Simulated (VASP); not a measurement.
A run of VASP 6.6.1 is set up as follows.

INCAR

```
SYSTEM = LiH
PREC = Accurate
ENCUT = 650
EDIFF = 1E-6
ISMEAR = -1
SIGMA = 0.05
LREAL = .False.
LASPH = .True.
NELM = 120
ALGO = Normal
ISIF = 2
LWAVE = .False.
LCHARG = .False.
GGA = PS
NBANDS = 30
GGA_COMPAT = .False.
NELMDL = -8
```

The input KPOINTS:

```
Automatic mesh
0
Gamma
  6 4 1
  0 0 0
```

Contents of POSCAR:

```
LiH
1.0
    1.9899850000     -1.9899850000      0.0000000000
    0.0000000000      0.0000000000      3.9799690000
  -16.1573340000    -16.1573340000      0.0000000000
H Li
8 8
Direct
    0.5020580000      0.0006350000      0.7140590000
    0.5016440000      0.0010250000      0.4690500000
    0.5017490000      0.0009210000      0.5922930000
    0.5009840000      0.0013870000      0.3449640000
    0.0016670000      0.5008820000      0.5312530000
    0.0008340000      0.5014110000      0.2861720000
    0.0019320000      0.5005750000      0.6553060000
    0.0013770000      0.5013270000      0.4080310000
    0.0021460000      0.0007590000      0.5317470000
    0.0009470000      0.0010720000      0.2904890000
    0.0020560000      0.0006230000      0.6573120000
    0.0019100000      0.0007090000      0.4091060000
    0.5019900000      0.5004180000      0.7097720000
    0.5022470000      0.5008490000      0.4685900000
    0.5020970000      0.5004480000      0.5912180000
    0.5011720000      0.5011570000      0.3429130000
```

Potentials or basis: VASP PAW PBE potentials, release 64 (H, Li_sv).

Command:

```sh
$ cat potpaw_PBE.64/H/POTCAR potpaw_PBE.64/Li_sv/POTCAR > POTCAR
$ mpirun -np 1 vasp_std > vasp.out
```

Problem. Predict the band gap on the k mesh.

Solution. 3.00 eV (least direct gap 3.03 eV).

Problem. What does it give for the largest force?

Solution. 0.020 eV/Å.

Forces in eV/Å, atoms in the order of the input:
```
H    0.003  0.004 -0.001
H   -0.003 -0.005 -0.001
H    0.008  0.007 -0.003
H   -0.004 -0.006 -0.002
H    0.004  0.001  0.000
H   -0.003 -0.005 -0.002
H    0.006  0.005  0.001
H   -0.005 -0.007 -0.003
Li   0.001  0.003  0.000
Li   0.006  0.006  0.002
Li  -0.014 -0.014 -0.001
Li   0.004  0.007  0.004
Li  -0.007 -0.007  0.002
Li  -0.002  0.003  0.000
Li  -0.005 -0.003  0.003
Li   0.010  0.012  0.000
```

Caveat: the PAW data sets were made with another functional, which shifts forces and pressure a little.
